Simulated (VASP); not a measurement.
PbSe (Clausthalite):

```xyz
2
Lattice="0.0000 3.0809 3.0809 3.0809 0.0000 3.0809 3.0809 3.0809 0.0000" Properties=species:S:1:pos:R:3 pbc="T T T"
Pb    0.0000    0.0000    0.0000
Se    3.0809    3.0809    3.0809
```

This cell differs from its parent crystal: volume scaled by 1.02.

Program: VASP 6.6.1. Alike in all runs: task single point; potentials or basis VASP PAW PBE potentials, release 64 (Pb_d, Se); no spin polarisation; cell as given; cutoff (eV) 520; smearing fermi-dirac 0.05 eV.

Q: Order these runs on this cell by their pressure, lowest first.
A. level RPBE+D3(BJ); k mesh 8 × 8 × 8
B. level RPBE; k mesh 8 × 8 × 8
C. level PBEsol; k mesh 8 × 8 × 8
D. level PBE exchange alone; k mesh 8 × 8 × 8
E. level PBE-based screened hybrid; k mesh 4 × 4 × 4; grid for exact exchange (PRECFOCK) Normal; share of exact exchange 0.25; screening parameter 0.3 1/Å

A: A (-10.9 GPa), C (-1.5 GPa), E (0.3 GPa), B (3.1 GPa), D (10.0 GPa).

Caveats: some runs use coarse meshes; the PAW data sets were made with another functional, which shifts forces and pressure a little (some runs).
